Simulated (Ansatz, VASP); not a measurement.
**Two plane-wave programs on LiNbO3**

The input INCAR:

```
PREC = Accurate ; ENCUT = 520
EDIFF = 1E-7 ; ISMEAR = 0
SIGMA = 0.05 ; LREAL = False
LASPH = True ; NELM = 80
ALGO = Normal ; ISIF = 2
LWAVE = False ; LCHARG = True
GGA = PE ; LELF = True
LVHAR = True ; NBANDS = 45
```

KPOINTS

```
Automatic mesh
0
Gamma
  6 6 6
```

The input POSCAR:

```
LiNbO3
1.0
    2.5647078996      1.4807347962      4.4005258141
   -2.5647078996      1.4807347962      4.4005258141
    0.0000000000     -2.9614695924      4.4005258141
Li Nb O
2 2 6
Direct
    0.2815913687      0.2815913687      0.2815913687
    0.7815913687      0.7815913687      0.7815913687
    0.0004900497      0.0004900497      0.0004900497
    0.5004900497      0.5004900497      0.5004900497
    0.1104619503      0.3580262714      0.7211003599
    0.7211003599      0.1104619503      0.3580262714
    0.3580262714      0.7211003599      0.1104619503
    0.2211003599      0.8580262714      0.6104619503
    0.8580262714      0.6104619503      0.2211003599
    0.6104619503      0.2211003599      0.8580262714
```

Input for Ansatz:

```yaml
crystal:
  lattice:
    - [2.5647078996, 1.4807347962, 4.4005258141]
    - [-2.5647078996, 1.4807347962, 4.4005258141]
    - [0.0, -2.9614695924, 4.4005258141]
  atoms:
    - { symbol: Li, position: [0.2815913687, 0.2815913687, 0.2815913687] }
    - { symbol: Li, position: [0.7815913687, 0.7815913687, 0.7815913687] }
    - { symbol: Nb, position: [0.0004900497, 0.0004900497, 0.0004900497] }
    - { symbol: Nb, position: [0.5004900497, 0.5004900497, 0.5004900497] }
    - { symbol: O, position: [0.1104619503, 0.3580262714, 0.7211003599] }
    - { symbol: O, position: [0.7211003599, 0.1104619503, 0.3580262714] }
    - { symbol: O, position: [0.3580262714, 0.7211003599, 0.1104619503] }
    - { symbol: O, position: [0.2211003599, 0.8580262714, 0.6104619503] }
    - { symbol: O, position: [0.8580262714, 0.6104619503, 0.2211003599] }
    - { symbol: O, position: [0.6104619503, 0.2211003599, 0.8580262714] }
basis:
  ecutwfc: 520.0
kpoints:
  mp_grid: { grid: [6, 6, 6] }
hamiltonian:
  xc: pbe
  pseudopotentials: { kind: paw, azcp: { folder: soft_1 } }
scf:
  occupations: { method: gaussian, width: 0.05 }
output:
  forces: true
  stress: true
  eigenvalues: true
```

Alike in both runs: task single point; functional PBE; k mesh 6 × 6 × 6; occupations gaussian, width 0.05 eV; no spin polarisation.

|  | VASP | Ansatz |
| --- | --- | --- |
| version | VASP 6.6.1 | Ansatz 0.2.0 |
| potentials or method | VASP PAW PBE potentials, release 64 (Li_sv, Nb_sv, O), cutoff 520 eV | scalar-relativistic, plane waves, PAW |
| valence electrons in the cell | 68 | 68 |

Ansatz gave:

- gap on the k mesh at the Fermi level (eV): 3.90
- least direct gap on the mesh (eV): 3.98
- rms of the force components (eV/Å): 0.484

Which values does VASP return?

gap on the k mesh at the Fermi level (eV): 3.89; least direct gap on the mesh (eV): 3.96; rms of the force components (eV/Å): 0.489.

Atom by atom the forces differ by 0.017 eV/Å (rms over components).

Noted on VASP's run: the cutoff is short for stress, so the pressure is rough.
